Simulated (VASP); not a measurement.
# BaTiO3 (P1) in VASP: a series of runs

The runs below take BaTiO3 through single point, with PBEsol.

Everything below comes from runs of VASP 6.6.1. Logs are shortened: lines on timing, memory, paths and dates and some standing lists are left out, and cuts for length are marked.

## (1) The cell of the first run

The typed cell holds 20 atoms: a = 3.996 Å, b = 7.991 Å, c = 7.991 Å, α = 90.00°, β = 90.00°, γ = 90.00°.

## (2) Single point, PBEsol

INCAR reads:

```
SYSTEM = BaTiO3
PREC = Accurate ; ENCUT = 520
EDIFF = 1E-6 ; ISMEAR = -1
SIGMA = 0.146 ; LREAL = Auto
LASPH = .True. ; NELM = 80
ALGO = Normal ; ISIF = 2
LWAVE = .False. ; LCHARG = .True.
GGA = PS ; LELF = .True.
LVHAR = .True. ; NBANDS = 96
```

KPOINTS reads:

```
Automatic mesh
0
Gamma
  4 2 2
  0 0 0
```

POSCAR reads:

```
BaTiO3
1.0
    3.9955960000      0.0000000000      0.0000000000
    0.0000000000      7.9911920000      0.0000000000
    0.0000000000      0.0000000000      7.9911920000
Ba Ti O
4 4 12
Direct
    0.4601115829      0.2428252256      0.2635794510
    0.5007045257      0.2483361681      0.7466365468
    0.4841125079      0.7533381753      0.2473701045
    0.5332015549      0.7532483264      0.7482742249
    0.0049206677     -0.0138357331      0.0064682465
   -0.0390487427     -0.0356571335      0.5078582770
   -0.0079182180      0.4841253971      0.0071909172
   -0.0335932362      0.4847594702      0.5006575990
    0.5329675473      0.0006841282     -0.0264178360
    0.0222790292      0.2378339802     -0.0076382848
    0.0652518423     -0.0095319947      0.2243249818
    0.5240497288      0.0060421524      0.4993401485
    0.0496186301      0.2722936703      0.4946078132
    0.0458877724      0.0013771412      0.7232631878
    0.5147101959      0.4775680524      0.0204493898
   -0.0115915123      0.7547154417     -0.0023220566
    0.0240319592      0.4808505414      0.2435745506
    0.5388965751      0.5197831563      0.5081547284
   -0.0007315554      0.7448980077      0.4587031572
   -0.0234345514      0.5233771132      0.7665957719
```

Potentials or basis: VASP PAW PBE potentials, release 64 (Ba_sv, Ti_sv, O).

Started as:

```sh
cat potpaw_PBE.64/Ba_sv/POTCAR potpaw_PBE.64/Ti_sv/POTCAR potpaw_PBE.64/O/POTCAR > POTCAR
mpirun -np 1 vasp_std > vasp.out
```

OUTCAR:

```text
SYSTEM = BaTiO3
   PREC = Accurate
   ENCUT = 520
   EDIFF = 1E-6
   ISMEAR = -1
   LREAL = Auto
   LASPH = .True.
   NELM = 80
   ISIF = 2
   GGA = PS

 ion  position               nearest neighbor table
   1  0.460  0.243  0.264-  13 2.48  11 2.58  17 2.58  12 2.68  15 2.71  10 2.79  17 2.95  18 2.97
                            13 3.00   9 3.03  10 3.12  11 3.16   8 3.35   7 3.38   8 3.38   5 3.43
   2  0.501  0.248  0.747-   9 2.69  14 2.69  13 2.71  10 2.74  12 2.77  15 2.85  10 2.86  18 2.89
                            20 2.91  14 2.95  13 2.98  20 3.04   8 3.30   7 3.43   8 3.46   7 3.47
   3  0.484  0.753  0.247-  11 2.53  19 2.57  19 2.66  18 2.81  16 2.81  16 2.84  17 2.85  12 2.86
                            15 2.86   9 2.95  11 3.00  17 3.07   6 3.29   5 3.29   5 3.39   6 3.40
   4  0.533  0.753  0.748-  20 2.56   9 2.67  18 2.68  16 2.70  14 2.79  12 2.84  14 2.86  20 2.89
                            16 2.95  19 2.97   6 3.08  15 3.10  19 3.15   5 3.36   8 3.39   6 3.43
   5  0.005  0.986  0.006-  11 1.76  16 1.85   9 1.91  10 2.02   9 2.13  14 2.27   3 3.29   4 3.36
                             3 3.39   1 3.43   4 3.49   2 3.55   2 3.57   1 3.63
   6  0.961  0.964  0.508-  12 1.78  14 1.78  19 1.80  12 2.28  11 2.31   4 3.08   3 3.29   3 3.40
                             4 3.43   2 3.49   1 3.57   1 3.57   2 3.67
   7  0.992  0.484  0.007-  17 1.89  15 1.91  20 1.95  10 1.98  15 2.09  16 2.16   1 3.38   2 3.43
                             2 3.47   3 3.49   4 3.50   3 3.53   1 3.53   4 3.69
   8  0.966  0.485  0.501-  13 1.73  18 1.73  17 2.07  19 2.11  20 2.15  18 2.31   2 3.30   1 3.35
                             1 3.38   4 3.39   2 3.46   3 3.52   3 3.60   4 3.69
   9  0.533  0.001  0.974-   5 1.91   5 2.13   4 2.67   2 2.69   3 2.95   1 3.03
  10  0.022  0.238  0.992-   7 1.98   5 2.02   2 2.74   1 2.79   2 2.86   1 3.12
  11  0.065  0.990  0.224-   5 1.76   6 2.31   3 2.53   1 2.58   3 3.00   1 3.16
  12  0.524  0.006  0.499-   6 1.78   6 2.28   1 2.68   2 2.77   4 2.84   3 2.86
  13  0.050  0.272  0.495-   8 1.73   1 2.48   2 2.71   2 2.98   1 3.00
  14  0.046  0.001  0.723-   6 1.78   5 2.27   2 2.69   4 2.79   4 2.86   2 2.95
  15  0.515  0.478  0.020-   7 1.91   7 2.09   1 2.71   2 2.85   3 2.86   4 3.10
  16  0.988  0.755  0.998-   5 1.85   7 2.16   4 2.70   3 2.81   3 2.84   4 2.95
  17  0.024  0.481  0.244-   7 1.89   8 2.07   1 2.58   3 2.85   1 2.95   3 3.07
  18  0.539  0.520  0.508-   8 1.73   8 2.31   4 2.68   3 2.81   2 2.89   1 2.97
  19  0.999  0.745  0.459-   6 1.80   8 2.11   3 2.57   3 2.66   4 2.97   4 3.15
  20  0.977  0.523  0.767-   7 1.95   8 2.15   4 2.56   4 2.89   2 2.91   2 3.04

  LATTYP: Found a simple tetragonal cell.
 ALAT       =     7.9911920000
 C/A-ratio  =     0.5000000000

  Lattice vectors:

 A1 = (   0.0000000000,   7.9911920000,   0.0000000000)
 A2 = (   0.0000000000,   0.0000000000,   7.9911920000)
 A3 = (   3.9955960000,   0.0000000000,   0.0000000000)

Analysis of symmetry for initial positions (statically):
=====================================================================
 Subroutine PRICEL returns:
 Original cell was already a primitive cell.

 Routine SETGRP: Setting up the symmetry group for a
 simple tetragonal supercell.

 Subroutine GETGRP returns: Found  1 space group operations
 (whereof  1 operations were pure point group operations)
 out of a pool of 16 trial point group operations.

The static configuration has the point symmetry C_1 .

Analysis of symmetry for dynamics (positions and initial velocities):
=====================================================================
 Subroutine PRICEL returns:
 Original cell was already a primitive cell.

 Routine SETGRP: Setting up the symmetry group for a
 simple tetragonal supercell.

 Subroutine GETGRP returns: Found  1 space group operations
 (whereof  1 operations were pure point group operations)
 out of a pool of 16 trial point group operations.

The dynamic configuration has the point symmetry C_1 .

 Subroutine INISYM returns: Found  1 space group operations
 (whereof  1 operations are pure point group operations),
 and found     1 'primitive' translations

----------------------------------------------------------------------------------------

                                     Primitive cell

  volume of cell :     255.1554

  direct lattice vectors                    reciprocal lattice vectors
     3.995596000  0.000000000  0.000000000     0.250275553  0.000000000  0.000000000
     0.000000000  7.991192000  0.000000000     0.000000000  0.125137777  0.000000000
     0.000000000  0.000000000  7.991192000     0.000000000  0.000000000  0.125137777

  length of vectors
     3.995596000  7.991192000  7.991192000     0.250275553  0.125137777  0.125137777

  position of ions in fractional coordinates (direct lattice)
     0.460111583  0.242825226  0.263579451
     0.500704526  0.248336168  0.746636547
     0.484112508  0.753338175  0.247370104
     0.533201555  0.753248326  0.748274225
     0.004920668  0.986164267  0.006468246
     0.960951257  0.964342866  0.507858277
[... 12 lines left out ...]
     0.999268445  0.744898008  0.458703157
     0.976565449  0.523377113  0.766595772

  ion indices of the primitive-cell ions
   primitive index   ion index
                 1           1
                 2           2
                 3           3
                 4           4
                 5           5
                 6           6
[... 12 lines left out ...]
                19          19
                20          20

----------------------------------------------------------------------------------------

 KPOINTS: Automatic mesh

Automatic generation of k-mesh.
 Grid dimensions read from file:
 generate k-points for:    4    2    2

 Generating k-lattice:

  Cartesian coordinates                     Fractional coordinates (reciprocal lattice)
     0.062568888  0.000000000  0.000000000     0.250000000  0.000000000  0.000000000
     0.000000000  0.062568888  0.000000000     0.000000000  0.500000000  0.000000000
     0.000000000  0.000000000  0.062568888     0.000000000  0.000000000  0.500000000

  Length of vectors
     0.062568888  0.062568888  0.062568888

  Shift w.r.t. Gamma in fractional coordinates (k-lattice)
     0.000000000  0.000000000  0.000000000

 Subroutine IBZKPT returns following result:
 ===========================================

 Found     12 irreducible k-points:

 Following reciprocal coordinates:
            Coordinates               Weight
  0.000000  0.000000  0.000000      1.000000
  0.250000  0.000000  0.000000      2.000000
  0.500000  0.000000  0.000000      1.000000
  0.000000  0.500000  0.000000      1.000000
  0.000000  0.000000  0.500000      1.000000
  0.250000  0.500000  0.000000      2.000000
  0.250000  0.000000  0.500000      2.000000
  0.500000  0.500000  0.000000      1.000000
  0.500000  0.000000  0.500000      1.000000
  0.000000  0.500000  0.500000      1.000000
  0.250000  0.500000  0.500000      2.000000
  0.500000  0.500000  0.500000      1.000000
   k-points           NKPTS =     12   k-points in BZ     NKDIM =     12   number of bands    NBANDS=     96
   number of dos      NEDOS =    301   number of ions     NIONS =     20
   total plane-waves  NPLWV = 108000
   dimension x,y,z NGX =    30 NGY =   60 NGZ =   60
   dimension x,y,z NGXF=    60 NGYF=  120 NGZF=  120
   ions per type =               4   4  12
   NGX,Y,Z   is equivalent  to a cutoff of  12.48, 12.48, 12.48 a.u.
   NGXF,Y,Z  is equivalent  to a cutoff of  24.96, 24.96, 24.96 a.u.
 SYSTEM =  BaTiO3
   PREC   = accura    normal or accurate (medium, high low for compatibility)
   ISTART =      0    job   : 0-new  1-cont  2-samecut
   ICHARG =      2    charge: 1-file 2-atom 10-const
   ISPIN  =      1    spin polarized calculation?
   LNONCOLLINEAR =      F non collinear calculations
   LSORBIT =      F    spin-orbit coupling
   LASPH  =      T    aspherical Exc in radial PAW
   ENCUT  =  520.0 eV  38.22 Ry    6.18 a.u.   7.43 14.86 14.86*2*pi/ulx,y,z
   NELM   =     80;   NELMIN=  2; NELMDL= -5     # of ELM steps
   EDIFF  = 0.1E-05   stopping-criterion for ELM
   LREAL  =      T    real-space projection
   EDIFFG = 0.1E-04   stopping-criterion for IOM
   NSW    =      0    number of steps for IOM
   IBRION =     -1    ionic relax: 0-MD 1-quasi-New 2-CG
   NFREE  =      0    steps in history (QN), initial steepest desc. (CG)
   ISIF   =      2    stress and relaxation
   ISYM   =      2    0-nonsym 1-usesym 2-fastsym
   POTIM  = 0.5000    time-step for ionic-motion
   TEBEG  =    0.0;   TEEND  =   0.0 temperature during run
   PSTRESS=    0.0 pullay stress
   NELECT =     160.0000    total number of electrons
   NUPDOWN=      -1.0000    fix difference up-down
   EMIN   =  10.00;   EMAX   =-10.00  energy-range for DOS
   EFERMI =   0.00;   METHOD = LEGACY
   ISMEAR =    -1;   SIGMA  =   0.15  broadening in eV -4-tet -1-fermi 0-gaus
   EFERMI_NEDOS =   21; number of points for ismear=-14 and -15
   IALGO  =     38    algorithm
   IMIX   =      4    mixing-type and parameters
     AMIX     =   0.40;   BMIX     =  1.00
     AMIX_MAG =   1.60;   BMIX_MAG =  1.00
  volume/ion in A,a.u.               =      12.76        86.09
  Fermi-wavevector in a.u.,A,eV,Ry     =   1.401242  2.647964 26.714769  1.963480
  Thomas-Fermi vector in A             =   2.524123
   LORBIT       =      0    0 simple, 1 ext, 2 COOP (PROOUT), +10 PAW based schemes
   GGA     = PS    functional components
   LHFCALC =     F    Hartree Fock is set to
   AEXX    =    0.0000 exact exchange contribution
   IVDW    =     0    specifies the selected vdW correction
   LEPSILON=     F    determine dielectric tensor
   LRPA    =     F    only Hartree local field effects (RPA)
 non-spin polarized calculation
  energy-cutoff  :      520.00
  volume of cell :      255.16
 maximum number of plane-waves:      6940
 NGX is ok and might be reduce to    30
   NGX = 15   NGY = 29   NGZ = 29

 number of electron     159.9999985 magnetization

 Free energy of the ion-electron system (eV)
  ---------------------------------------------------
  ext. energy  EPLUGINS =         0.00000000
  ---------------------------------------------------
  free energy    TOTEN  =      -165.52417254 eV

  energy without entropy =     -165.52320028  energy(sigma->0) =     -165.52368641

 E-fermi :   5.1279     XC(G=0): -11.4961

 val. band max:        4.0661365151   @ k =   0.5000   0.0000   0.0000
 cond. band min:       6.1517893757   @ k =   0.0000   0.0000   0.5000
 fundamental gap:      2.0856528606
 Fermi energy:         5.1279203267

 k-point     1 :       0.0000    0.0000    0.0000
  band No.  band energies     occupation
      1     -52.2892      2.00000
      2     -52.1432      2.00000
      3     -52.1381      2.00000
      4     -51.9310      2.00000
      5     -28.8125      2.00000
      6     -28.7782      2.00000
[... 84 lines left out ...]
     91       7.9380      0.00000
     92       8.1118      0.00000

 k-point     2 :       0.2500    0.0000    0.0000
  band No.  band energies     occupation
      1     -52.2887      2.00000
      2     -52.1427      2.00000
      3     -52.1376      2.00000
      4     -51.9304      2.00000
      5     -28.8162      2.00000
      6     -28.7943      2.00000
[... 939 lines left out ...]
     91       7.6966      0.00000
     92       7.7963      0.00000

 k-point    12 :       0.5000    0.5000    0.5000
  band No.  band energies     occupation
      1     -52.2881      2.00000
      2     -52.1421      2.00000
      3     -52.1370      2.00000
      4     -51.9299      2.00000
      5     -28.8303      2.00000
      6     -28.7963      2.00000
[... 84 lines left out ...]
     91       8.0129      0.00000
     92       8.1095      0.00000
 [bands above 92 left out]

------------------------ aborting loop because EDIFF is reached ----------------------------------------

  FORCE on cell =-STRESS in cart. coord.  units (eV):
  Direction    XX          YY          ZZ          XY          YZ          ZX
  --------------------------------------------------------------------------------------
  -------------------------------------------------------------------------------------
  Total       12.5499458     13.5993893     11.3154421     -0.8430147     -0.4146348     -0.8013817
  in kB       78.8039035     85.3935931     71.0521802     -5.2934769     -2.6035842     -5.0320538
  external PRESSURE =      78.4165589 kB  Pullay stress =       0.0000000 kB

 VOLUME and BASIS-vectors are now :
 -----------------------------------------------------------------------------
  energy-cutoff  :      520.00
  volume of cell :      255.16
      direct lattice vectors                 reciprocal lattice vectors
     3.995596000  0.000000000  0.000000000     0.250275553  0.000000000  0.000000000
     0.000000000  7.991192000  0.000000000     0.000000000  0.125137777  0.000000000
     0.000000000  0.000000000  7.991192000     0.000000000  0.000000000  0.125137777

 POSITION                                       TOTAL-FORCE (eV/Angst)
 -----------------------------------------------------------------------------------
      1.83842      1.94046      2.10631         1.412823      0.198814     -1.581050
      2.00061      1.98450      5.96652         0.146082     -0.002473      0.893669
      1.93432      6.02007      1.97678         0.629930     -1.284975     -0.934513
      2.13046      6.01935      5.97960        -1.115314     -0.758689      1.013554
      0.01966      7.88063      0.05169        -0.252661      1.221500     -1.689707
      3.83957      7.70625      4.05839         2.236829      2.033743     -1.317503
[... 12 lines left out ...]
      3.99267      5.95262      3.66559         0.064675      0.293771      1.496169
      3.90196      4.18241      6.12601         1.116397     -1.045163     -1.435676
 -----------------------------------------------------------------------------------
    total drift:                               -0.017357     -0.009915     -0.029752

  FREE ENERGIE OF THE ION-ELECTRON SYSTEM (eV)
  ---------------------------------------------------
  free  energy   TOTEN  =      -165.5241725397 eV

  energy  without entropy=     -165.5232002847  energy(sigma->0) =     -165.52368641
```

Run time: 8.2 min. Hardware: 1 thread of Oxide Virtual Turin-like, shared host; peak memory 0.39 GiB.

Results:

* Free energy: -165.5242 eV
* Pressure: 7.8 GPa
* Largest force: 3.298 eV/Å
* Band gap on the k mesh: 2.09 eV, indirect (least direct gap 2.47 eV)

Forces in eV/Å, atoms in the order of the input:
```
Ba   1.413  0.199 -1.581
Ba   0.146 -0.002  0.894
Ba   0.630 -1.285 -0.935
Ba  -1.115 -0.759  1.014
Ti  -0.253  1.222 -1.690
Ti   2.237  2.034 -1.318
Ti  -0.413 -0.692 -0.283
Ti   1.880  2.610 -0.144
O   -0.178 -0.268  0.534
O   -0.105  0.997 -0.297
O   -1.166  0.486  2.575
O   -0.577 -0.575 -0.481
O   -1.097 -2.378  0.812
O   -0.709 -0.713  0.613
O    0.053  0.708 -0.643
O    0.651 -0.909 -0.020
O   -0.423  0.807  1.143
O   -2.155 -0.729 -0.252
O    0.065  0.294  1.496
O    1.116 -1.045 -1.436
```

Caveat: the PAW data sets were made with another functional, which shifts forces and pressure a little; spin-orbit coupling is left out, which moves the levels of the heavy elements.

## (3) Single point, PBEsol

This run uses another cell than the first one, of 12.69 Å³/atom, 0.995 times its volume.

INCAR reads:

```
PREC = Accurate ; ENCUT = 520
EDIFF = 1E-6 ; ISMEAR = -1
SIGMA = 0.146 ; LREAL = Auto
LASPH = True ; NELM = 80
ALGO = Normal ; ISIF = 2
LWAVE = False ; LCHARG = True
GGA = PS ; LELF = True
LVHAR = True ; NBANDS = 96
```

KPOINTS reads:

```
regular mesh
0
Gamma
  4 2 2
```

POSCAR reads:

```
BaTiO3
1.0
    3.9890160000      0.0000000000      0.0000000000
    0.0000000000      7.9780330000      0.0000000000
    0.0000000000      0.0000000000      7.9780330000
Ba Ti O
4 4 12
Direct
    0.4724097371      0.2453346583      0.2598244454
    0.4999067439      0.2524245011      0.7476584767
    0.4855979520      0.7529203000      0.2477094291
    0.5265847517      0.7521529430      0.7475060582
    0.0030335802     -0.0113415174      0.0015468725
   -0.0273902135     -0.0236938102      0.5015187328
    0.0019355651      0.4917035314      0.0070558745
   -0.0292247512      0.4888700009      0.5005982051
    0.5196657522      0.0025943738     -0.0231313909
    0.0150277662      0.2387048286     -0.0052689679
    0.0724574682     -0.0076263159      0.2382532135
    0.5046683192      0.0019836970      0.5095996720
    0.0656893830      0.2735157902      0.4929152336
    0.0301327445      0.0097056505      0.7191359073
    0.5208241832      0.4888720064      0.0121334419
   -0.0383061888      0.7453813490     -0.0020207989
    0.0200508095      0.4674773845      0.2503753745
    0.5399095917      0.5180047513      0.5106044309
   -0.0026402501      0.7523874619      0.4599915794
   -0.0331026499      0.5264686170      0.7542197431
```

Potentials or basis: VASP PAW PBE potentials, release 64 (Ba_sv, Ti_sv, O).

Started as:

```sh
cat potpaw_PBE.64/Ba_sv/POTCAR potpaw_PBE.64/Ti_sv/POTCAR potpaw_PBE.64/O/POTCAR > POTCAR
mpirun -np 1 vasp_std > vasp.out
```

Wall time 12 min (1 thread of Oxide Virtual Turin-like, shared host); peak memory 0.39 GiB.

It converged, with:

```
Free energy            : -165.6672 eV
Pressure               : 5.7 GPa
Largest force          : 2.687 eV/Å
Band gap on the k mesh : 1.85 eV, indirect (least direct gap 2.07 eV)
```

Forces in eV/Å, atoms in the order of the input:
```
Ba   1.376 -0.090 -1.102
Ba   0.159 -0.129  0.436
Ba   0.551 -0.983 -0.390
Ba  -1.084 -0.357  0.307
Ti  -0.076  1.240  0.458
Ti   0.641  1.140 -1.126
Ti  -0.569 -0.608 -0.169
Ti   1.798  1.682  0.111
O    0.116 -0.519  0.463
O   -0.057  0.471 -0.427
O   -1.690  0.429 -0.568
O    0.938 -0.206 -1.136
O   -1.426 -2.008  1.076
O   -0.478 -0.765  2.096
O   -0.688  0.229 -0.237
O    1.307  0.509  0.278
O   -0.337  1.797 -0.680
O   -2.210 -0.489 -0.613
O    0.083 -0.083  1.331
O    1.647 -1.260 -0.107
```

Stress tensor (GPa, compression positive):
```
 6.27 -0.51 -0.61
-0.51  6.04 -0.13
-0.61 -0.13  4.84
```

Levels at points of the mesh, in eV from the valence-band top:
```csv
k point,band 76,band 77,band 78,band 79,band 80,band 81,band 82,band 83,band 84,band 85
"(0.00, 0.00, 0.00)",-0.83,-0.41,-0.37,-0.36,-0.22,1.85,2.20,2.26,2.59,3.02
"(0.50, 0.00, 0.00)",-0.46,-0.22,-0.16,-0.02,0.00,2.41,3.43,3.50,3.63,3.71
"(0.00, 0.50, 0.00)",-0.81,-0.73,-0.60,-0.50,-0.31,2.23,2.46,2.66,2.80,2.87
"(0.00, 0.00, 0.50)",-0.87,-0.68,-0.51,-0.44,-0.32,1.85,2.58,2.69,2.76,2.91
"(0.50, 0.50, 0.00)",-0.58,-0.48,-0.31,-0.16,-0.04,2.93,2.99,3.51,3.64,3.70
"(0.50, 0.00, 0.50)",-0.50,-0.47,-0.42,-0.34,-0.01,2.69,3.33,3.42,3.52,3.73
"(0.00, 0.50, 0.50)",-0.81,-0.73,-0.56,-0.43,-0.41,2.58,2.64,2.75,2.84,2.92
"(0.50, 0.50, 0.50)",-0.67,-0.60,-0.46,-0.37,-0.29,3.14,3.21,3.45,3.49,3.65
```

Caveat: the PAW data sets were made with another functional, which shifts forces and pressure a little; spin-orbit coupling is left out, which moves the levels of the heavy elements. A k mesh can miss the band edges.
